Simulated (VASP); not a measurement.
The system is Sc2GaP3.

```xyz
6
Lattice="3.9955 0.0000 0.0000 0.0000 3.9955 0.0000 0.0000 0.0000 7.9364" Properties=species:S:1:pos:R:3 pbc="T T T"
Sc    1.9978    1.9978    1.9340
Sc    1.9978    1.9978    6.0024
Ga    0.0000    0.0000    0.0000
P     1.9978    0.0000    3.9682
P     0.0000    1.9978    3.9682
P     0.0000    0.0000    3.9682
```

The cell was generated, and may not be a known phase.

| Item | Value |
| --- | --- |
| Program | VASP 6.6.1 |
| Task | relaxation of cell and atoms |
| Functional | PBE |
| Potentials or basis | VASP PAW PBE potentials, release 64 (Sc_sv, Ga_d, P) |
| Cutoff | 600 eV |
| k mesh | 4 × 4 × 2 |
| Occupations | gaussian, width 0.1 eV |
| Spin | no spin polarisation |

At the start: pressure 7.6 GPa; volume 21.12 Å³/atom.

Question: How do energy, volume and symmetry change on relaxing?

Answer: Over 9 steps the energy falls by 448.3 meV/atom and the volume is 21.17 Å³/atom (+0.3 %); space group P4/mmm (No. 123, to 0.1 Å) before and after.

Step by step:
| step | energy change (eV) | largest force (eV/Å) | pressure (GPa) | volume (Å³) |
| --- | --- | --- | --- | --- |
| 1 | 0.0000 | 0.4058 | 7.57 | 126.70 |
| 2 | -1.7842 | 0.9617 | -5.95 | 144.35 |
| 3 | -1.7897 | 0.9800 | -6.16 | 144.86 |
| 4 | -2.6111 | 0.5732 | -2.13 | 131.21 |
| 5 | -2.6860 | 0.1938 | -0.28 | 126.92 |
| 6 | -2.6862 | 0.1587 | -0.10 | 126.56 |
| 7 | -2.6887 | 0.0580 | 0.23 | 126.34 |
| 8 | -2.6888 | 0.0332 | 0.31 | 126.29 |
| 9 | -2.6897 | 0.0187 | 0.02 | 127.03 |

Final structure:
```
Sc Ga P
1.0
     4.46044    0.00000    0.00000
     0.00000    4.46044    0.00000
     0.00000    0.00000    6.38479
Sc Ga P
2 1 3
Cartesian
  2.2302 2.2302 1.6514
  2.2302 2.2302 4.7334
  4.4604 0.0000 0.0000
  2.2302 0.0000 3.1924
  4.4604 2.2302 3.1924
  4.4604 0.0000 3.1924
```

Caveat: the k points lie up to 0.49 Å⁻¹ apart in the final cell, too coarse for converged energies and pressures of a metal; a cell axis changed by over 15 % at a fixed basis, so the end point is rough.
